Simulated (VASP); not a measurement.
# KCl in VASP: notebook, part 2 of 2

VASP 6.6.1.

## 3. Single point, PBEsol (atom 2 (Cl) moved by (-0.100, +0.000) A along [1 1 0] and z)

INCAR reads:

```
PREC = Accurate
ENCUT = 520
EDIFF = 1E-6
ISMEAR = 0
SIGMA = 0.05
LREAL = F
LASPH = T
NELM = 60
ALGO = Normal
ISIF = 2
LWAVE = F
LCHARG = T
GGA = PS
LELF = T
LVHAR = T
NBANDS = 15
```

KPOINTS reads:

```
Automatic mesh
0
Gamma
  6 6 6
```

POSCAR reads:

```
KCl
1.0
    3.8391960000      0.0000000000      0.0000000000
    0.0000000000      3.8391960000      0.0000000000
    0.0000000000      0.0000000000      3.8391960000
K Cl
1 1
Direct
    0.0000000000      0.0000000000      0.0000000000
    0.4815819046      0.4815819046      0.5000000000
```

Potentials or basis: VASP PAW PBE potentials, release 64 (K_sv, Cl).

Command:

```bash
cat potpaw_PBE.64/K_sv/POTCAR potpaw_PBE.64/Cl/POTCAR > POTCAR
mpirun -np 1 vasp_std > vasp.out
```

OUTCAR:

```text
PREC = Accurate
   ENCUT = 520
   EDIFF = 1E-6
   ISMEAR = 0
   LREAL = F
   LASPH = T
   NELM = 60
   ISIF = 2
   GGA = PS

 ion  position               nearest neighbor table
   1  0.000  0.000  0.000-
   2  0.482  0.482  0.500-

  LATTYP: Found a simple cubic cell.
 ALAT       =     3.8391960000

  Lattice vectors:

 A1 = (   3.8391960000,   0.0000000000,   0.0000000000)
 A2 = (   0.0000000000,   3.8391960000,   0.0000000000)
 A3 = (   0.0000000000,   0.0000000000,   3.8391960000)

Analysis of symmetry for initial positions (statically):
=====================================================================
 Subroutine PRICEL returns:
 Original cell was already a primitive cell.

 Routine SETGRP: Setting up the symmetry group for a
 simple cubic supercell.

 Subroutine GETGRP returns: Found  4 space group operations
 (whereof  4 operations were pure point group operations)
 out of a pool of 48 trial point group operations.

The static configuration has the point symmetry C_2v.

Analysis of symmetry for dynamics (positions and initial velocities):
=====================================================================
 Subroutine PRICEL returns:
 Original cell was already a primitive cell.

 Routine SETGRP: Setting up the symmetry group for a
 simple cubic supercell.

 Subroutine GETGRP returns: Found  4 space group operations
 (whereof  4 operations were pure point group operations)
 out of a pool of 48 trial point group operations.

The dynamic configuration has the point symmetry C_2v.

 Subroutine INISYM returns: Found  4 space group operations
 (whereof  4 operations are pure point group operations),
 and found     1 'primitive' translations

----------------------------------------------------------------------------------------

                                     Primitive cell

  volume of cell :      56.5875

  direct lattice vectors                    reciprocal lattice vectors
     3.839196000  0.000000000  0.000000000     0.260471203  0.000000000  0.000000000
     0.000000000  3.839196000  0.000000000     0.000000000  0.260471203  0.000000000
     0.000000000  0.000000000  3.839196000     0.000000000  0.000000000  0.260471203

  length of vectors
     3.839196000  3.839196000  3.839196000     0.260471203  0.260471203  0.260471203

  position of ions in fractional coordinates (direct lattice)
     0.000000000  0.000000000  0.000000000
     0.481581905  0.481581905  0.500000000

  ion indices of the primitive-cell ions
   primitive index   ion index
                 1           1
                 2           2

----------------------------------------------------------------------------------------

 KPOINTS: Automatic mesh

Automatic generation of k-mesh.
 Grid dimensions read from file:
 generate k-points for:    6    6    6

 Generating k-lattice:

  Cartesian coordinates                     Fractional coordinates (reciprocal lattice)
     0.043411867  0.000000000  0.000000000     0.166666667  0.000000000  0.000000000
     0.000000000  0.043411867  0.000000000     0.000000000  0.166666667  0.000000000
     0.000000000  0.000000000  0.043411867     0.000000000  0.000000000  0.166666667

  Length of vectors
     0.043411867  0.043411867  0.043411867

  Shift w.r.t. Gamma in fractional coordinates (k-lattice)
     0.000000000  0.000000000  0.000000000

 Subroutine IBZKPT returns following result:
 ===========================================

 Found     52 irreducible k-points:

 Following reciprocal coordinates:
            Coordinates               Weight
  0.000000  0.000000  0.000000      1.000000
  0.166667  0.000000  0.000000      4.000000
  0.000000  0.000000  0.166667      2.000000
  0.333333  0.000000  0.000000      4.000000
  0.000000  0.000000  0.333333      2.000000
  0.500000  0.000000  0.000000      2.000000
[... 16 lines left out ...]
  0.333333  0.000000  0.500000      4.000000
  0.500000  0.500000  0.000000      1.000000
 [... further k-points ...]
   k-points           NKPTS =     52   k-points in BZ     NKDIM =     52   number of bands    NBANDS=     15
   number of dos      NEDOS =    301   number of ions     NIONS =      2
   total plane-waves  NPLWV =  27000
   dimension x,y,z NGX =    30 NGY =   30 NGZ =   30
   dimension x,y,z NGXF=    60 NGYF=   60 NGZF=   60
   ions per type =               1   1
   NGX,Y,Z   is equivalent  to a cutoff of  12.99, 12.99, 12.99 a.u.
   NGXF,Y,Z  is equivalent  to a cutoff of  25.98, 25.98, 25.98 a.u.
 SYSTEM =  unknown system
   PREC   = accura    normal or accurate (medium, high low for compatibility)
   ISTART =      0    job   : 0-new  1-cont  2-samecut
   ICHARG =      2    charge: 1-file 2-atom 10-const
   ISPIN  =      1    spin polarized calculation?
   LNONCOLLINEAR =      F non collinear calculations
   LSORBIT =      F    spin-orbit coupling
   LASPH  =      T    aspherical Exc in radial PAW
   ENCUT  =  520.0 eV  38.22 Ry    6.18 a.u.   7.14  7.14  7.14*2*pi/ulx,y,z
   NELM   =     60;   NELMIN=  2; NELMDL= -5     # of ELM steps
   EDIFF  = 0.1E-05   stopping-criterion for ELM
   LREAL  =      F    real-space projection
   EDIFFG = 0.1E-04   stopping-criterion for IOM
   NSW    =      0    number of steps for IOM
   IBRION =     -1    ionic relax: 0-MD 1-quasi-New 2-CG
   NFREE  =      0    steps in history (QN), initial steepest desc. (CG)
   ISIF   =      2    stress and relaxation
   ISYM   =      2    0-nonsym 1-usesym 2-fastsym
   POTIM  = 0.5000    time-step for ionic-motion
   TEBEG  =    0.0;   TEEND  =   0.0 temperature during run
   PSTRESS=    0.0 pullay stress
   NELECT =      16.0000    total number of electrons
   NUPDOWN=      -1.0000    fix difference up-down
   EMIN   =  10.00;   EMAX   =-10.00  energy-range for DOS
   EFERMI =   0.00;   METHOD = LEGACY
   ISMEAR =     0;   SIGMA  =   0.05  broadening in eV -4-tet -1-fermi 0-gaus
   EFERMI_NEDOS =   21; number of points for ismear=-14 and -15
   IALGO  =     38    algorithm
   IMIX   =      4    mixing-type and parameters
     AMIX     =   0.40;   BMIX     =  1.00
     AMIX_MAG =   1.60;   BMIX_MAG =  1.00
  volume/ion in A,a.u.               =      28.29       190.94
  Fermi-wavevector in a.u.,A,eV,Ry     =   1.074504  2.030517 15.708715  1.154558
  Thomas-Fermi vector in A             =   2.210334
   LORBIT       =      0    0 simple, 1 ext, 2 COOP (PROOUT), +10 PAW based schemes
   GGA     = PS    functional components
   LHFCALC =     F    Hartree Fock is set to
   AEXX    =    0.0000 exact exchange contribution
   IVDW    =     0    specifies the selected vdW correction
   LEPSILON=     F    determine dielectric tensor
   LRPA    =     F    only Hartree local field effects (RPA)
 non-spin polarized calculation
 Gauss-broadening in eV      SIGMA  =   0.05
  energy-cutoff  :      520.00
  volume of cell :       56.59
 maximum number of plane-waves:      1568
 NGX is ok and might be reduce to    30
   NGX = 15   NGY = 15   NGZ = 15

 number of electron      16.0000006 magnetization

 Free energy of the ion-electron system (eV)
  ---------------------------------------------------
  ext. energy  EPLUGINS =         0.00000000
  ---------------------------------------------------
  free energy    TOTEN  =        -6.89370396 eV

  energy without entropy =       -6.89370396  energy(sigma->0) =       -6.89370396

 E-fermi :  -0.6023     XC(G=0):  -8.2639

 val. band max:       -0.9071027496   @ k =   0.0000   0.5000   0.5000
 cond. band min:       3.7159856798   @ k =   0.0000   0.0000   0.0000
 fundamental gap:      4.6230884294
 Fermi energy:        -0.6022946683

 k-point     1 :       0.0000    0.0000    0.0000
  band No.  band energies     occupation
      1     -28.7903      2.00000
      2     -13.4567      2.00000
      3     -12.2406      2.00000
      4     -12.2405      2.00000
      5     -12.2381      2.00000
      6      -1.1160      2.00000
      7      -1.1138      2.00000
      8      -1.1132      2.00000
      9       3.7160      0.00000
     10       5.5471      0.00000
     11       5.5607      0.00000
     12       9.7209      0.00000
     13       9.7326      0.00000
     14       9.7359      0.00000
     15      12.6550      0.00000
[... 397 lines left out ...]
 k-point    24 :       0.5000    0.5000    0.0000
  band No.  band energies     occupation
      1     -28.7524      2.00000
      2     -13.1979      2.00000
      3     -12.4691      2.00000
      4     -12.4568      2.00000
      5     -12.1847      2.00000
      6      -2.1229      2.00000
      7      -2.1223      2.00000
      8      -0.9089      2.00000
      9       5.1486      0.00000
     10       6.2512      0.00000
     11       7.9726      0.00000
     12       7.9825      0.00000
     13      10.2307      0.00000
     14      10.2631      0.00000
     15      11.3184      0.00000

 [... further k-points ...]
[... 5 lines left out ...]
  --------------------------------------------------------------------------------------
  -------------------------------------------------------------------------------------
  Total       -0.4826565     -0.4826565     -0.4821343      0.0199245      0.0000000      0.0000000
  in kB      -13.6655748    -13.6655748    -13.6507891      0.5641276      0.0000000      0.0000000
  external PRESSURE =     -13.6606462 kB  Pullay stress =       0.0000000 kB

 VOLUME and BASIS-vectors are now :
 -----------------------------------------------------------------------------
  energy-cutoff  :      520.00
  volume of cell :       56.59
      direct lattice vectors                 reciprocal lattice vectors
     3.839196000  0.000000000  0.000000000     0.260471203  0.000000000  0.000000000
     0.000000000  3.839196000  0.000000000     0.000000000  0.260471203  0.000000000
     0.000000000  0.000000000  3.839196000     0.000000000  0.000000000  0.260471203

 POSITION                                       TOTAL-FORCE (eV/Angst)
 -----------------------------------------------------------------------------------
      0.00000      0.00000      0.00000        -0.036282     -0.036282      0.000000
      1.84889      1.84889      1.91960         0.036282      0.036282      0.000000
 -----------------------------------------------------------------------------------
    total drift:                                0.000136      0.000136      0.000000

  FREE ENERGIE OF THE ION-ELECTRON SYSTEM (eV)
  ---------------------------------------------------
  free  energy   TOTEN  =        -6.8937039589 eV

  energy  without entropy=       -6.8937039589  energy(sigma->0) =       -6.89370396
```

stdout:

```text
POSCAR found type information on POSCAR K Cl
 POSCAR found :  2 types and       2 ions
 scaLAPACK will be used
 -----------------------------------------------------------------------------
|                                                                             |
|                                                                             |
|     You enforced a specific xc type in the INCAR file but a different       |
|     I HOPE YOU KNOW WHAT YOU ARE DOING!                                     |
|                                                                             |
 -----------------------------------------------------------------------------

 LDA part: xc-table for (Slater+PW92), standard interpolation
 POSCAR, INCAR and KPOINTS ok, starting setup
 FFT: planning ... GRIDC
 FFT: planning ... GRID_SOFT
 FFT: planning ... GRID
 WAVECAR not read
 entering main loop
```

It took 17 s on 1 thread of Intel Xeon 6975P-C (Granite Rapids), shared host; peak memory 0.19 GiB.

Results:

- Free energy: -6.8937 eV
- Pressure: -1.4 GPa
- Largest force: 0.051 eV/Å
- Band gap on the k mesh: 4.62 eV (least direct gap 4.83 eV)

Forces on the atoms (eV/Å):
```
K   -0.036 -0.036  0.000
Cl   0.036  0.036  0.000
```

Caveat: the cell differs from its parent crystal (atom 2 (Cl) moved by (-0.100, +0.000) A along [1 1 0] and z); the PAW data sets were made with another functional, which shifts forces and pressure a little.
